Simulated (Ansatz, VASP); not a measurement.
**One calculation of C, two programs**

```
C
1.0
     2.46565    0.00000    0.00000
    -1.23283    2.13532    0.00000
     0.00000    0.00000   17.50007
C
4
Cartesian
  1.2328 0.7118 4.5000
  0.0000 1.4235 4.5000
  1.2328 0.7118 7.5101
  2.4657 0.0000 7.5100
```

Alike in both runs: task single point; functional PBE; dispersion D3(BJ); k mesh 15 × 15 × 1; occupations gaussian, width 0.1 eV; no spin polarisation.

```csv
,VASP,Ansatz
version,VASP 6.6.1,Ansatz 0.2.0
potentials or method,"VASP PAW PBE potentials, release 64 (C), cutoff 520 eV","scalar-relativistic, plane waves, PAW"
valence electrons in the cell,16,16
```

```tsv
	VASP	Ansatz	Ansatz less VASP
gap on the k mesh at the Fermi level (eV)	none	none	-
least direct gap on the mesh (eV)	0.00	0.00	-0.004
rms of the force components (eV/Å)	0.076	0.076	0.0000
```

Atom by atom the forces differ by 0.000 eV/Å (rms over components). A gap of «none» marks a metal or a gap that the smearing closes.

A gap of «none» marks a metal or a gap under the smearing width.
